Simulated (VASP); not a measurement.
# AgCl (Fm-3m) in VASP: further runs

Runs on AgCl. Level: PBEsol. Tasks: single point.

Everything below comes from runs of VASP 6.6.1. Logs are shortened: lines on timing, memory, paths and dates and some standing lists are left out, and cuts for length are marked.

## (1) The cell of the first run

It takes space group Fm-3m (No. 225, cubic). The conventional cell has a = 5.546 Å, b = 5.546 Å, c = 5.546 Å, α = 90.00°, β = 90.00°, γ = 90.00°. Within 3.7 Å of Ag (site symmetry m-3m) lie 6 Cl at 2.77 Å. Within 3.7 Å of Cl (site symmetry m-3m) lie 6 Ag at 2.77 Å.

## (2) Single point, PBEsol

Input file INCAR:

```
SYSTEM = AgCl
  PREC = Accurate
  ENCUT = 500
  EDIFF = 1E-6
  ISMEAR = 0
  SIGMA = 0.01
  LREAL = .False.
  LASPH = .True.
  NELM = 120
  ALGO = Normal
  ISIF = 2
  LWAVE = .False.
  LCHARG = .False.
  GGA = PS
  NBANDS = 16
  GGA_COMPAT = .False.
```

Input file KPOINTS:

```
regular mesh
0
Gamma
  3 3 3
  0 0 0
```

Input file POSCAR:

```
AgCl
1.0
    0.0000000000      2.7731725637      2.7731725637
    2.7731725637      0.0000000000      2.7731725637
    2.7731725637      2.7731725637      0.0000000000
Ag Cl
1 1
Direct
    0.0000000000      0.0000000000      0.0000000000
    0.5000000000      0.5000000000      0.5000000000
```

Potentials or basis: VASP PAW PBE potentials, release 64 (Ag, Cl).

The run is started by

```sh
$ cat potpaw_PBE.64/Ag/POTCAR potpaw_PBE.64/Cl/POTCAR > POTCAR
$ mpirun -np 1 vasp_std > vasp.out
```

OUTCAR:

```text
SYSTEM = AgCl
   PREC = Accurate
   ENCUT = 500
   EDIFF = 1E-6
   ISMEAR = 0
   LREAL = .False.
   LASPH = .True.
   NELM = 120
   ISIF = 2
   GGA = PS

 ion  position               nearest neighbor table
   1  0.000  0.000  0.000-   2 2.77   2 2.77   2 2.77   2 2.77   2 2.77   2 2.77
   2  0.500  0.500  0.500-   1 2.77   1 2.77   1 2.77   1 2.77   1 2.77   1 2.77

  LATTYP: Found a face centered cubic cell.
 ALAT       =     5.5463451274

  Lattice vectors:

 A1 = (   0.0000000000,   2.7731725637,   2.7731725637)
 A2 = (   2.7731725637,   0.0000000000,   2.7731725637)
 A3 = (   2.7731725637,   2.7731725637,   0.0000000000)

Analysis of symmetry for initial positions (statically):
=====================================================================
 Subroutine PRICEL returns:
 Original cell was already a primitive cell.

 Routine SETGRP: Setting up the symmetry group for a
 face centered cubic supercell.

 Subroutine GETGRP returns: Found 48 space group operations
 (whereof 48 operations were pure point group operations)
 out of a pool of 48 trial point group operations.

The static configuration has the point symmetry O_h .

Analysis of symmetry for dynamics (positions and initial velocities):
=====================================================================
 Subroutine PRICEL returns:
 Original cell was already a primitive cell.

 Routine SETGRP: Setting up the symmetry group for a
 face centered cubic supercell.

 Subroutine GETGRP returns: Found 48 space group operations
 (whereof 48 operations were pure point group operations)
 out of a pool of 48 trial point group operations.

The dynamic configuration has the point symmetry O_h .

 Subroutine INISYM returns: Found 48 space group operations
 (whereof 48 operations are pure point group operations),
 and found     1 'primitive' translations

----------------------------------------------------------------------------------------

                                     Primitive cell

  volume of cell :      42.6541

  direct lattice vectors                    reciprocal lattice vectors
     0.000000000  2.773172564  2.773172564    -0.180298913  0.180298913  0.180298913
     2.773172564  0.000000000  2.773172564     0.180298913 -0.180298913  0.180298913
     2.773172564  2.773172564  0.000000000     0.180298913  0.180298913 -0.180298913

  length of vectors
     3.921858250  3.921858250  3.921858250     0.312286879  0.312286879  0.312286879

  position of ions in fractional coordinates (direct lattice)
     0.000000000  0.000000000  0.000000000
     0.500000000  0.500000000  0.500000000

  ion indices of the primitive-cell ions
   primitive index   ion index
                 1           1
                 2           2

----------------------------------------------------------------------------------------

 KPOINTS: regular mesh

Automatic generation of k-mesh.
 Grid dimensions read from file:
 generate k-points for:    3    3    3

 Generating k-lattice:

  Cartesian coordinates                     Fractional coordinates (reciprocal lattice)
    -0.060099638  0.060099638  0.060099638     0.333333333  0.000000000  0.000000000
     0.060099638 -0.060099638  0.060099638     0.000000000  0.333333333  0.000000000
     0.060099638  0.060099638 -0.060099638     0.000000000  0.000000000  0.333333333

  Length of vectors
     0.104095626  0.104095626  0.104095626

  Shift w.r.t. Gamma in fractional coordinates (k-lattice)
     0.000000000  0.000000000  0.000000000

 Subroutine IBZKPT returns following result:
 ===========================================

 Found      4 irreducible k-points:

 Following reciprocal coordinates:
            Coordinates               Weight
  0.000000  0.000000  0.000000      1.000000
  0.333333  0.000000  0.000000      8.000000
  0.333333  0.333333  0.000000      6.000000
 -0.333333  0.333333  0.000000     12.000000
   k-points           NKPTS =      4   k-points in BZ     NKDIM =      4   number of bands    NBANDS=     16
   number of dos      NEDOS =    301   number of ions     NIONS =      2
   total plane-waves  NPLWV =  27000
   dimension x,y,z NGX =    30 NGY =   30 NGZ =   30
   dimension x,y,z NGXF=    60 NGYF=   60 NGZF=   60
   ions per type =               1   1
   NGX,Y,Z   is equivalent  to a cutoff of  12.72, 12.72, 12.72 a.u.
   NGXF,Y,Z  is equivalent  to a cutoff of  25.43, 25.43, 25.43 a.u.
 SYSTEM =  AgCl
   PREC   = accura    normal or accurate (medium, high low for compatibility)
   ISTART =      0    job   : 0-new  1-cont  2-samecut
   ICHARG =      2    charge: 1-file 2-atom 10-const
   ISPIN  =      1    spin polarized calculation?
   LNONCOLLINEAR =      F non collinear calculations
   LSORBIT =      F    spin-orbit coupling
   LASPH  =      T    aspherical Exc in radial PAW
   ENCUT  =  500.0 eV  36.75 Ry    6.06 a.u.   7.15  7.15  7.15*2*pi/ulx,y,z
   NELM   =    120;   NELMIN=  2; NELMDL= -5     # of ELM steps
   EDIFF  = 0.1E-05   stopping-criterion for ELM
   LREAL  =      F    real-space projection
   EDIFFG = 0.1E-04   stopping-criterion for IOM
   NSW    =      0    number of steps for IOM
   IBRION =     -1    ionic relax: 0-MD 1-quasi-New 2-CG
   NFREE  =      0    steps in history (QN), initial steepest desc. (CG)
   ISIF   =      2    stress and relaxation
   ISYM   =      2    0-nonsym 1-usesym 2-fastsym
   POTIM  = 0.5000    time-step for ionic-motion
   TEBEG  =    0.0;   TEEND  =   0.0 temperature during run
   PSTRESS=    0.0 pullay stress
   NELECT =      18.0000    total number of electrons
   NUPDOWN=      -1.0000    fix difference up-down
   EMIN   =  10.00;   EMAX   =-10.00  energy-range for DOS
   EFERMI =   0.00;   METHOD = LEGACY
   ISMEAR =     0;   SIGMA  =   0.01  broadening in eV -4-tet -1-fermi 0-gaus
   EFERMI_NEDOS =   21; number of points for ismear=-14 and -15
   IALGO  =     38    algorithm
   IMIX   =      4    mixing-type and parameters
     AMIX     =   0.40;   BMIX     =  1.00
     AMIX_MAG =   1.60;   BMIX_MAG =  1.00
  volume/ion in A,a.u.               =      21.33       143.92
  Fermi-wavevector in a.u.,A,eV,Ry     =   1.227945  2.320479 20.515517  1.507848
  Thomas-Fermi vector in A             =   2.362889
   LORBIT       =      0    0 simple, 1 ext, 2 COOP (PROOUT), +10 PAW based schemes
   GGA     = PS    functional components
   LHFCALC =     F    Hartree Fock is set to
   AEXX    =    0.0000 exact exchange contribution
   IVDW    =     0    specifies the selected vdW correction
   LEPSILON=     F    determine dielectric tensor
   LRPA    =     F    only Hartree local field effects (RPA)
 non-spin polarized calculation
 Gauss-broadening in eV      SIGMA  =   0.01
  energy-cutoff  :      500.00
  volume of cell :       42.65
 maximum number of plane-waves:      1093
 NGX is ok and might be reduce to    30
   NGX = 15   NGY = 15   NGZ = 15

 number of electron      18.0000005 magnetization

 Free energy of the ion-electron system (eV)
  ---------------------------------------------------
  ext. energy  EPLUGINS =         0.00000000
  ---------------------------------------------------
  free energy    TOTEN  =        -5.97663304 eV

  energy without entropy =       -5.97663304  energy(sigma->0) =       -5.97663304

 E-fermi :   3.4142     XC(G=0): -10.2041

 val. band max:        3.3470346620   @ k =   0.3333   0.0000   0.0000
 cond. band min:       4.4564530975   @ k =   0.0000   0.0000   0.0000
 fundamental gap:      1.1094184355
 Fermi energy:         3.4141749569

 k-point     1 :       0.0000    0.0000    0.0000
  band No.  band energies     occupation
      1     -11.3743      2.00000
      2       1.2303      2.00000
      3       1.2303      2.00000
      4       1.2303      2.00000
      5       1.2725      2.00000
      6       1.2725      2.00000
[... 8 lines left out ...]
     15      16.8740      0.00000
     16      16.8740      0.00000

 k-point     2 :       0.3333    0.0000    0.0000
  band No.  band energies     occupation
      1     -11.0396      2.00000
      2      -1.0732      2.00000
      3      -0.2352      2.00000
      4      -0.2352      2.00000
      5       1.5090      2.00000
      6       1.5090      2.00000
[... 8 lines left out ...]
     15      16.4860      0.00000
     16      16.4860      0.00000

 k-point     3 :       0.3333    0.3333    0.0000
  band No.  band energies     occupation
      1     -10.9990      2.00000
      2      -0.9067      2.00000
      3       0.6218      2.00000
      4       0.6218      2.00000
      5       0.9758      2.00000
      6       1.4168      2.00000
[... 8 lines left out ...]
     15      18.5810      0.00000
     16      19.9849      0.00000

 k-point     4 :      -0.3333    0.3333    0.0000
  band No.  band energies     occupation
      1     -10.8777      2.00000
      2      -0.8788      2.00000
      3      -0.3736      2.00000
      4      -0.2675      2.00000
      5       1.4922      2.00000
      6       1.6219      2.00000
[... 8 lines left out ...]
     15      16.7359      0.00000
     16      19.9011      0.00000

------------------------ aborting loop because EDIFF is reached ----------------------------------------

  FORCE on cell =-STRESS in cart. coord.  units (eV):
  Direction    XX          YY          ZZ          XY          YZ          ZX
  --------------------------------------------------------------------------------------
  -------------------------------------------------------------------------------------
  Total       -0.5897951     -0.5897951     -0.5897951      0.0000000      0.0000000     -0.0000000
  in kB      -22.1539436    -22.1539436    -22.1539436      0.0000000      0.0000000     -0.0000000
  external PRESSURE =     -22.1539436 kB  Pullay stress =       0.0000000 kB

 VOLUME and BASIS-vectors are now :
 -----------------------------------------------------------------------------
  energy-cutoff  :      500.00
  volume of cell :       42.65
      direct lattice vectors                 reciprocal lattice vectors
     0.000000000  2.773172564  2.773172564    -0.180298913  0.180298913  0.180298913
     2.773172564  0.000000000  2.773172564     0.180298913 -0.180298913  0.180298913
     2.773172564  2.773172564  0.000000000     0.180298913  0.180298913 -0.180298913

 POSITION                                       TOTAL-FORCE (eV/Angst)
 -----------------------------------------------------------------------------------
      0.00000      0.00000      0.00000         0.000000      0.000000      0.000000
      2.77317      2.77317      2.77317        -0.000000      0.000000      0.000000
 -----------------------------------------------------------------------------------
    total drift:                               -0.000000      0.000000      0.000000

  FREE ENERGIE OF THE ION-ELECTRON SYSTEM (eV)
  ---------------------------------------------------
  free  energy   TOTEN  =        -5.9766330393 eV

  energy  without entropy=       -5.9766330393  energy(sigma->0) =       -5.97663304
```

It took 4.8 s on 1 thread of Intel Xeon Platinum 8259CL at 2.50GHz (Skylake/Cascade Lake), shared host; peak memory 0.16 GiB.

What came out:

| Property | Result |
| --- | --- |
| Free energy | -5.9766 eV |
| Pressure | -2.2 GPa |
| Band gap on the k mesh | 1.11 eV (least direct gap 3.03 eV) |

Caveat: the k points lie up to 0.65 Å⁻¹ apart; the PAW data sets were made with another functional, which shifts forces and pressure a little; an odd mesh through Γ misses points on the zone boundary, where band edges can lie.

## (3) Single point, PBEsol

Input file INCAR:

```
PREC = Accurate
ENCUT = 500
EDIFF = 1E-6
ISMEAR = 0
SIGMA = 0.01
LREAL = F
LASPH = T
NELM = 120
ALGO = Normal
ISIF = 2
LWAVE = F
LCHARG = T
GGA = PS
LELF = T
LVHAR = T
NBANDS = 16
GGA_COMPAT = F
```

Input file KPOINTS:

```
regular mesh
0
Gamma
  6 6 6
```

POSCAR is that of step 2.

Potentials or basis: VASP PAW PBE potentials, release 64 (Ag, Cl).

The run is started by

```sh
$ cat potpaw_PBE.64/Ag/POTCAR potpaw_PBE.64/Cl/POTCAR > POTCAR
$ mpirun -np 1 vasp_std > vasp.out
```

Run time: 11 s. Hardware: 1 thread of Intel Xeon Platinum 8259CL at 2.50GHz (Skylake/Cascade Lake), shared host; peak memory 0.16 GiB.

Results (log left out):

| Property | Result |
| --- | --- |
| Free energy | -6.0406 eV |
| Pressure | -2.7 GPa |
| Band gap on the k mesh | 0.73 eV (least direct gap 3.06 eV) |

Levels at points of the mesh, in eV from the valence-band top:
```tsv
k point	band 6	band 7	band 8	band 9	band 10	band 11	band 12	band 13
(0.00, 0.00, 0.00)	-2.44	-2.33	-2.33	-2.33	0.73	10.74	10.74	10.74
(0.50, 0.00, 0.00)	-2.10	-1.78	0.00	0.00	4.03	6.44	7.53	7.53
(0.50, 0.50, 0.00)	-2.24	-1.98	-1.98	-1.90	2.24	7.85	8.46	11.35
```

Caveat: the PAW data sets were made with another functional, which shifts forces and pressure a little. Expect the measured gap to be larger: semilocal functionals such as PBEsol lack the derivative discontinuity.
